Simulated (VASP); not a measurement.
# Sc (I4/mmm) in VASP: notebook

Aim: see how the results for Sc move with the level of theory and the settings. Levels: PBE+D3(BJ), PBE+D4, PBE. Tasks: single point.

Everything below comes from runs of VASP 6.6.1. Logs are shortened: lines on timing, memory, paths and dates and some standing lists are left out, and cuts for length are marked.

**1. The cell of the first run**

Symmetry: I4/mmm, No. 139, tetragonal system. The conventional cell has a = 3.632 Å, b = 3.632 Å, c = 3.590 Å, α = 90.00°, β = 90.00°, γ = 90.00°. Within 4.1 Å of Sc (site symmetry 4/mmm) lie 14 Sc at 3.13 to 3.63 Å.

**2. Single point, PBE+D3(BJ)**

INCAR

```
SYSTEM = Sc
ALGO = Fast
EDIFF = 1E-6
ENCUT = 520
GGA = PE
ISIF = 2
ISMEAR = -1
IVDW = 12
LASPH = .True.
LCHARG = .True.
LELF = .True.
LREAL = .False.
LVHAR = .True.
LWAVE = .False.
NBANDS = 12
NELM = 80
PREC = Accurate
SIGMA = 0.05
```

KPOINTS

```
k-points
0
Gamma
  10 10 10
  0 0 0
```

POSCAR

```
Sc
1.0
   -1.8159326488      1.8159326488      1.7950768537
    1.8159326488     -1.8159326488      1.7950768537
    1.8159326488      1.8159326488     -1.7950768537
Sc
1
Direct
    0.0000000000      0.0000000000      0.0000000000
```

Potentials or basis: VASP PAW PBE potentials, release 64 (Sc_sv).

Run with:

```bash
> cat potpaw_PBE.64/Sc_sv/POTCAR > POTCAR
> mpirun -np 1 vasp_std > vasp.out
```

OUTCAR:

```text
SYSTEM = Sc
   EDIFF = 1E-6
   ENCUT = 520
   GGA = PE
   ISIF = 2
   ISMEAR = -1
   IVDW = 12
   LASPH = .True.
   LREAL = .False.
   NELM = 80
   PREC = Accurate
 IVDW          = 12

 ion  position               nearest neighbor table
   1  0.000  0.000  0.000-

  LATTYP: Found a body centered tetragonal cell.
 ALAT       =     3.6318652976
 C/A-ratio  =     0.9885151054

  Lattice vectors:

 A1 = (  -1.8159326488,   1.8159326488,   1.7950768537)
 A2 = (   1.8159326488,  -1.8159326488,   1.7950768537)
 A3 = (   1.8159326488,   1.8159326488,  -1.7950768537)

Analysis of symmetry for initial positions (statically):
=====================================================================
 Subroutine PRICEL returns:
 Original cell was already a primitive cell.

 Routine SETGRP: Setting up the symmetry group for a
 body centered tetragonal supercell.

 Subroutine GETGRP returns: Found 16 space group operations
 (whereof 16 operations were pure point group operations)
 out of a pool of 16 trial point group operations.

The static configuration has the point symmetry D_4h.

Analysis of symmetry for dynamics (positions and initial velocities):
=====================================================================
 Subroutine PRICEL returns:
 Original cell was already a primitive cell.

 Routine SETGRP: Setting up the symmetry group for a
 body centered tetragonal supercell.

 Subroutine GETGRP returns: Found 16 space group operations
 (whereof 16 operations were pure point group operations)
 out of a pool of 16 trial point group operations.

The dynamic configuration has the point symmetry D_4h.

 Subroutine INISYM returns: Found 16 space group operations
 (whereof 16 operations are pure point group operations),
 and found     1 'primitive' translations

----------------------------------------------------------------------------------------

                                     Primitive cell

  volume of cell :      23.6779

  direct lattice vectors                    reciprocal lattice vectors
    -1.815932649  1.815932649  1.795076854     0.000000000  0.275340608  0.278539606
     1.815932649 -1.815932649  1.795076854     0.275340608  0.000000000  0.278539606
     1.815932649  1.815932649 -1.795076854     0.275340608  0.275340608  0.000000000

  length of vectors
     3.133292786  3.133292786  3.133292786     0.391658988  0.391658988  0.389390422

  position of ions in fractional coordinates (direct lattice)
     0.000000000  0.000000000  0.000000000

  ion indices of the primitive-cell ions
   primitive index   ion index
                 1           1

----------------------------------------------------------------------------------------

 KPOINTS: k-points

Automatic generation of k-mesh.
 Grid dimensions read from file:
 generate k-points for:   10   10   10

 Generating k-lattice:

  Cartesian coordinates                     Fractional coordinates (reciprocal lattice)
     0.000000000  0.027534061  0.027853961     0.100000000  0.000000000  0.000000000
     0.027534061  0.000000000  0.027853961     0.000000000  0.100000000  0.000000000
     0.027534061  0.027534061  0.000000000     0.000000000  0.000000000  0.100000000

  Length of vectors
     0.039165899  0.039165899  0.038939042

  Shift w.r.t. Gamma in fractional coordinates (k-lattice)
     0.000000000  0.000000000  0.000000000

 Subroutine IBZKPT returns following result:
 ===========================================

 Found    102 irreducible k-points:

 Following reciprocal coordinates:
            Coordinates               Weight
  0.000000  0.000000  0.000000      1.000000
  0.100000 -0.000000  0.000000      8.000000
  0.200000 -0.000000  0.000000      8.000000
  0.300000 -0.000000  0.000000      8.000000
  0.400000 -0.000000  0.000000      8.000000
  0.500000 -0.000000  0.000000      4.000000
[... 16 lines left out ...]
  0.300000  0.300000  0.000000      8.000000
  0.400000  0.300000  0.000000     16.000000
 [... further k-points ...]
   k-points           NKPTS =    102   k-points in BZ     NKDIM =    102   number of bands    NBANDS=     12
   number of dos      NEDOS =    301   number of ions     NIONS =      1
   total plane-waves  NPLWV =  13824
   dimension x,y,z NGX =    24 NGY =   24 NGZ =   24
   dimension x,y,z NGXF=    48 NGYF=   48 NGZF=   48
   ions per type =               1
   NGX,Y,Z   is equivalent  to a cutoff of  12.73, 12.73, 12.73 a.u.
   NGXF,Y,Z  is equivalent  to a cutoff of  25.47, 25.47, 25.47 a.u.
 SYSTEM =  Sc
   PREC   = accura    normal or accurate (medium, high low for compatibility)
   ISTART =      0    job   : 0-new  1-cont  2-samecut
   ICHARG =      2    charge: 1-file 2-atom 10-const
   ISPIN  =      1    spin polarized calculation?
   LNONCOLLINEAR =      F non collinear calculations
   LSORBIT =      F    spin-orbit coupling
   LASPH  =      T    aspherical Exc in radial PAW
   ENCUT  =  520.0 eV  38.22 Ry    6.18 a.u.   5.83  5.83  5.83*2*pi/ulx,y,z
   NELM   =     80;   NELMIN=  2; NELMDL= -5     # of ELM steps
   EDIFF  = 0.1E-05   stopping-criterion for ELM
   LREAL  =      F    real-space projection
   EDIFFG = 0.1E-04   stopping-criterion for IOM
   NSW    =      0    number of steps for IOM
   IBRION =     -1    ionic relax: 0-MD 1-quasi-New 2-CG
   NFREE  =      0    steps in history (QN), initial steepest desc. (CG)
   ISIF   =      2    stress and relaxation
   ISYM   =      2    0-nonsym 1-usesym 2-fastsym
   POTIM  = 0.5000    time-step for ionic-motion
   TEBEG  =    0.0;   TEEND  =   0.0 temperature during run
   PSTRESS=    0.0 pullay stress
   NELECT =      11.0000    total number of electrons
   NUPDOWN=      -1.0000    fix difference up-down
   EMIN   =  10.00;   EMAX   =-10.00  energy-range for DOS
   EFERMI =   0.00;   METHOD = LEGACY
   ISMEAR =    -1;   SIGMA  =   0.05  broadening in eV -4-tet -1-fermi 0-gaus
   EFERMI_NEDOS =   21; number of points for ismear=-14 and -15
   IALGO  =     68    algorithm
   IMIX   =      4    mixing-type and parameters
     AMIX     =   0.40;   BMIX     =  1.00
     AMIX_MAG =   1.60;   BMIX_MAG =  1.00
  volume/ion in A,a.u.               =      23.68       159.79
  Fermi-wavevector in a.u.,A,eV,Ry     =   1.267919  2.396020 21.872983  1.607619
  Thomas-Fermi vector in A             =   2.401042
   LORBIT       =      0    0 simple, 1 ext, 2 COOP (PROOUT), +10 PAW based schemes
   GGA     = PE    functional components
   LHFCALC =     F    Hartree Fock is set to
   AEXX    =    0.0000 exact exchange contribution
   IVDW    =    12    specifies the selected vdW correction
   LEPSILON=     F    determine dielectric tensor
   LRPA    =     F    only Hartree local field effects (RPA)
 non-spin polarized calculation
 RMM-DIIS sequential band-by-band and
  energy-cutoff  :      520.00
  volume of cell :       23.68
 maximum number of plane-waves:       674
   NGX = 11   NGY = 11   NGZ = 11

 number of electron      11.0000003 magnetization

 Free energy of the ion-electron system (eV)
  ---------------------------------------------------
  ext. energy  EPLUGINS =         0.00000000
  ---------------------------------------------------
  free energy    TOTEN  =        -6.14442787 eV

  energy without entropy =       -6.12405558  energy(sigma->0) =       -6.13424172

 E-fermi :   4.0354     XC(G=0): -10.0437

 val. band max:        4.0165041485   @ k =   0.2000   0.2000   0.1000
 cond. band min:       4.0382120725   @ k =   0.4000   0.2000   0.1000
 fundamental gap:      0.0217079240
 Fermi energy:         4.0354181117

 k-point     1 :       0.0000    0.0000    0.0000
  band No.  band energies     occupation
      1     -45.4539      2.00000
      2     -23.8382      2.00000
      3     -23.8382      2.00000
      4     -23.8358      2.00000
      5      -1.2795      2.00000
      6       5.4924      0.00000
      7       5.5661      0.00000
      8       5.5661      0.00000
      9       6.9717      0.00000
     10       7.0562      0.00000
     11      18.3466      0.00000
     12      18.3576      0.00000

 k-point     2 :       0.1000   -0.0000    0.0000
  band No.  band energies     occupation
      1     -45.4468      2.00000
      2     -23.8816      2.00000
      3     -23.8523      2.00000
      4     -23.8373      2.00000
      5      -1.0026      2.00000
      6       5.3864      0.00000
      7       5.5007      0.00000
      8       5.7393      0.00000
      9       6.8799      0.00000
     10       7.0122      0.00000
     11      18.0002      0.00000
     12      18.3603      0.00000

 k-point     3 :       0.2000   -0.0000    0.0000
  band No.  band energies     occupation
      1     -45.4280      2.00000
      2     -23.9966      2.00000
      3     -23.8889      2.00000
      4     -23.8383      2.00000
      5      -0.2252      2.00000
      6       5.0473      0.00000
      7       5.1690      0.00000
      8       6.3227      0.00000
      9       6.7594      0.00000
     10       7.0549      0.00000
     11      16.4886      0.00000
     12      17.5625      0.00000
[... 286 lines left out ...]
 k-point    23 :       0.3000    0.3000    0.0000
  band No.  band energies     occupation
      1     -45.3706      2.00000
      2     -24.1861      2.00000
      3     -24.0980      2.00000
      4     -23.8924      2.00000
      5       3.3272      2.00000
      6       3.7582      1.99221
      7       4.0975      0.44827
      8       7.0542      0.00000
      9       7.3598      0.00000
     10       9.9625      0.00000
     11      11.4675      0.00000
     12      11.6950      0.00000

 k-point    24 :       0.4000    0.3000    0.0000
  band No.  band energies     occupation
      1     -45.3708      2.00000
      2     -24.1864      2.00000
      3     -24.0970      2.00000
      4     -23.8912      2.00000
      5       3.3184      2.00000
      6       3.7799      1.98801
      7       4.0832      0.55574
      8       7.0822      0.00000
      9       7.2964      0.00000
     10       9.9387      0.00000
     11      11.4886      0.00000
     12      11.7258      0.00000

 [... further k-points ...]

------------------------ aborting loop because EDIFF is reached ----------------------------------------

 Edisp (eV)   -0.40384

 E8    (eV) :    -0.1957

  FORCE on cell =-STRESS in cart. coord.  units (eV):
  Direction    XX          YY          ZZ          XY          YZ          ZX
  --------------------------------------------------------------------------------------
  -------------------------------------------------------------------------------------
  Total       0.00668     0.00668     0.00834     0.00000     0.00000    -0.00000
  in kB       0.45233     0.45233     0.56434     0.00000     0.00000    -0.00000
  external pressure =        0.49 kB  Pullay stress =        0.00 kB

 VOLUME and BASIS-vectors are now :
 -----------------------------------------------------------------------------
  energy-cutoff  :      520.00
  volume of cell :       23.68
      direct lattice vectors                 reciprocal lattice vectors
    -1.815932649  1.815932649  1.795076854     0.000000000  0.275340608  0.278539606
     1.815932649 -1.815932649  1.795076854     0.275340608  0.000000000  0.278539606
     1.815932649  1.815932649 -1.795076854     0.275340608  0.275340608  0.000000000

 POSITION                                       TOTAL-FORCE (eV/Angst)
 -----------------------------------------------------------------------------------
      0.00000      0.00000      0.00000        -0.000000      0.000000     -0.000000
 -----------------------------------------------------------------------------------
    total drift:                               -0.000000      0.000000      0.000000

  FREE ENERGIE OF THE ION-ELECTRON SYSTEM (eV)
  ---------------------------------------------------
  free  energy   TOTEN  =        -6.5482677246 eV

  energy  without entropy=       -6.5278954387  energy(sigma->0) =       -6.53808158
```

Wall time 16 s (1 thread of Intel Xeon Platinum 8488C (Sapphire Rapids), shared host); peak memory 0.16 GiB.

Results:

```
Free energy                : -6.5483 eV
Pressure                   : 0.0 GPa
Band gap on the k mesh     : zero (an odd number of electrons rules out a gap without spin polarisation)
Dispersion energy per atom : -0.404 eV
```

Levels at points of the mesh, in eV from the Fermi level:
```tsv
k point	band 2	band 3	band 4	band 5	band 6	band 7	band 8	band 9
(0.00, 0.00, 0.00)	-27.87	-27.87	-27.87	-5.31	1.46	1.53	1.53	2.94
(0.50, 0.00, 0.00)	-28.32	-28.02	-27.88	-1.84	0.24	0.55	2.98	3.32
(0.50, 0.50, 0.00)	-28.32	-28.01	-27.87	-1.85	0.33	0.49	2.90	3.28
(0.50, 0.50, 0.50)	-28.19	-28.19	-28.18	-1.33	-1.30	4.04	4.04	4.06
```

**3. Single point, PBE+D3(BJ)**

This run uses another cell than the first one, of 23.83 Å³/atom.

INCAR

```
PREC = Accurate
ENCUT = 520
EDIFF = 1E-7
ISMEAR = -1
SIGMA = 0.05
LREAL = F
LASPH = T
NELM = 100
ALGO = Normal
ISIF = 2
LWAVE = F
LCHARG = F
GGA = PE
IVDW = 12
NBANDS = 12
```

KPOINTS

```
regular mesh
0
Gamma
  10 10 10
```

POSCAR

```
Sc
1.0
   -1.8189148087      1.8189148087      1.8006481274
    1.8189148087     -1.8189148087      1.8006481274
    1.8189148087      1.8189148087     -1.8006481274
Sc
1
Direct
    0.0000000000      0.0000000000      0.0000000000
```

Potentials or basis: VASP PAW PBE potentials, release 64 (Sc_sv).

Run with:

```bash
> cat potpaw_PBE.64/Sc_sv/POTCAR > POTCAR
> mpirun -np 1 vasp_std > vasp.out
```

It took 14 s on 1 thread of Intel Xeon Platinum 8488C (Sapphire Rapids), shared host; peak memory 0.16 GiB.

It converged, with:

| Property | Result |
| --- | --- |
| Free energy | -6.5482 eV |
| Pressure | -0.3 GPa |
| Band gap on the k mesh | zero (an odd number of electrons rules out a gap without spin polarisation) |
| Dispersion energy per atom | -0.401 eV |

Levels at points of the mesh, in eV from the Fermi level:
| k point | band 3 | band 4 | band 5 | band 6 | band 7 | band 8 |
| --- | --- | --- | --- | --- | --- | --- |
| (0.00, 0.00, 0.00) | -27.89 | -27.89 | -5.30 | 1.46 | 1.52 | 1.52 |
| (0.50, 0.00, 0.00) | -28.04 | -27.90 | -1.83 | 0.25 | 0.54 | 2.96 |
| (0.50, 0.50, 0.00) | -28.03 | -27.89 | -1.84 | 0.33 | 0.48 | 2.89 |
| (0.50, 0.50, 0.50) | -28.20 | -28.19 | -1.31 | -1.29 | 4.01 | 4.01 |

Caveat: three body term missing.

**4. Single point, PBE+D4**

This run uses another cell than the first one, of 24.10 Å³/atom.

INCAR

```
SYSTEM = Sc
PREC     = Accurate       ! precision mode
ENCUT    = 520            ! plane-wave cutoff, eV
EDIFF    = 1E-6           ! SCF threshold, eV
ISMEAR   = -1             ! smearing method
SIGMA    = 0.05           ! smearing width, eV
LREAL    = .FALSE.        ! projectors in reciprocal space
LASPH    = .TRUE.         ! aspherical terms in the spheres
NELM     = 80             ! most SCF steps
ALGO     = Normal         ! electronic algorithm
ISIF     = 2              ! what is computed and relaxed
LWAVE    = .FALSE.        ! write WAVECAR
LCHARG   = .FALSE.        ! write CHGCAR
GGA      = PE             ! functional
IVDW     = 13             ! dispersion correction
NBANDS   = 12             ! bands
```

KPOINTS

```
regular mesh
0
G
  10 10 10
  0 0 0
```

POSCAR

```
Sc
1.0
   -1.8240909014      1.8240909014      1.8105147734
    1.8240909014     -1.8240909014      1.8105147734
    1.8240909014      1.8240909014     -1.8105147734
Sc
1
Direct
    0.0000000000      0.0000000000      0.0000000000
```

Run with:

```bash
> cat potpaw_PBE.64/Sc_sv/POTCAR > POTCAR
> mpirun -np 1 vasp_std > vasp.out
```

It took 13 s on 1 thread of Intel Xeon Platinum 8488C (Sapphire Rapids), shared host; peak memory 0.16 GiB.

It converged, with:

```
Free energy                : -6.4227 eV
Pressure                   : 0.0 GPa
Band gap on the k mesh     : zero (an odd number of electrons rules out a gap without spin polarisation)
Dispersion energy per atom : -0.272 eV
```

Levels at points of the mesh, in eV from the Fermi level:
```tsv
k point	band 1	band 2	band 3	band 4	band 5	band 6	band 7	band 8	band 9	band 10
(0.00, 0.00, 0.00)	-49.53	-27.93	-27.93	-27.93	-5.28	1.45	1.50	1.50	2.90	2.95
(0.50, 0.00, 0.00)	-49.46	-28.35	-28.07	-27.93	-1.81	0.26	0.51	2.92	3.25	4.27
(0.50, 0.50, 0.00)	-49.46	-28.35	-28.06	-27.93	-1.82	0.32	0.47	2.87	3.22	4.26
(0.50, 0.50, 0.50)	-49.41	-28.23	-28.23	-28.22	-1.28	-1.26	3.96	3.96	3.97	6.27
```

**5. Single point, PBE**

This run uses another cell than the first one, of 24.86 Å³/atom.

INCAR

```
SYSTEM = Sc
  PREC = Accurate
  ENCUT = 520
  EDIFF = 1E-6
  ISMEAR = -1
  SIGMA = 0.05
  LREAL = .FALSE.
  LASPH = .TRUE.
  NELM = 80
  ALGO = Normal
  ISIF = 2
  LWAVE = .FALSE.
  LCHARG = .FALSE.
  GGA = PE
  NBANDS = 12
```

KPOINTS

```
Automatic mesh
0
G
  10 10 10
  0 0 0
```

POSCAR

```
Sc
1.0
   -1.8395952124      1.8395952124      1.8364801770
    1.8395952124     -1.8395952124      1.8364801770
    1.8395952124      1.8395952124     -1.8364801770
Sc
1
Direct
    0.0000000000      0.0000000000      0.0000000000
```

Run with:

```bash
> cat potpaw_PBE.64/Sc_sv/POTCAR > POTCAR
> mpirun -np 1 vasp_std > vasp.out
```

Run time: 11 s. Hardware: 1 thread of Intel Xeon Platinum 8488C (Sapphire Rapids), shared host; peak memory 0.15 GiB.

The run converged. Its results:

| Quantity | Value |
| --- | --- |
| Free energy | -6.1552 eV |
| Pressure | 0.0 GPa |
| Band gap on the k mesh | zero (an odd number of electrons rules out a gap without spin polarisation) |

Levels at points of the mesh, in eV from the Fermi level:
```
           k point  band 3  band 4  band 5  band 6  band 7  band 8
(0.00, 0.00, 0.00)  -28.03  -28.02   -5.22    1.44    1.45    1.45
(0.50, 0.00, 0.00)  -28.15  -28.03   -1.76    0.28    0.44    2.80
(0.50, 0.50, 0.00)  -28.15  -28.03   -1.76    0.29    0.43    2.79
(0.50, 0.50, 0.50)  -28.29  -28.29   -1.20   -1.20    3.82    3.82
```

**6. Summary**

```tsv
level	cell	gap on the mesh (eV)	pressure (GPa)
PBE+D3(BJ)	a = 3.133 Å, angles 109.2, 109.2, 110.1°, 1 atom	none	0.0
PBE+D3(BJ)	a = 3.140 Å, angles 109.2, 109.2, 110.0°, 1 atom	none	-0.3
PBE+D4	a = 3.152 Å, angles 109.3, 109.3, 109.9°, 1 atom	none	0.0
PBE	a = 3.184 Å, angles 109.4, 109.4, 109.6°, 1 atom	none	0.0
```

Alike in all rows: task single point; potentials or basis VASP PAW PBE potentials, release 64 (Sc_sv); no spin polarisation; k mesh 10 × 10 × 10; cutoff (eV) 520; smearing fermi-dirac 0.05 eV.

Caveats: three body term missing (at least some runs).

Total energies depend on the potentials used, so only differences within one code and one set of settings carry meaning.
